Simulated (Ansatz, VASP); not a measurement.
## One calculation of Al, two programs

```xyz
4
Lattice="3.0114 0.0000 0.0000 -1.5057 2.6079 0.0000 0.0000 0.0000 8.0434" Properties=species:S:1:pos:R:3 pbc="T T T"
Al    0.0000    0.0000    0.0000
Al    0.0000    1.7386    2.0109
Al    0.0000    0.0000    4.0217
Al    1.5057    0.8693    6.0326
```

Alike in both runs: task single point; functional PBE; dispersion D3(BJ); k mesh 18 × 18 × 4; occupations gaussian, width 0.15 eV; no spin polarisation.

|  | VASP | Ansatz |
| --- | --- | --- |
| version | VASP 6.6.1 | Ansatz 0.2.0 |
| potentials or method | VASP PAW PBE potentials, release 64 (Al), cutoff 520 eV | scalar-relativistic, plane waves, PAW |
| valence electrons in the cell | 12 | 12 |

```csv
,VASP,Ansatz,Ansatz less VASP
gap on the k mesh at the Fermi level (eV),none,none,-
pressure (GPa),4.7,4.7,0.00
"traceless stress, the component that is largest in VASP (GPa)",9.21,9.24,+0.023
```

A gap of «none» marks a metal or a gap that the smearing closes.
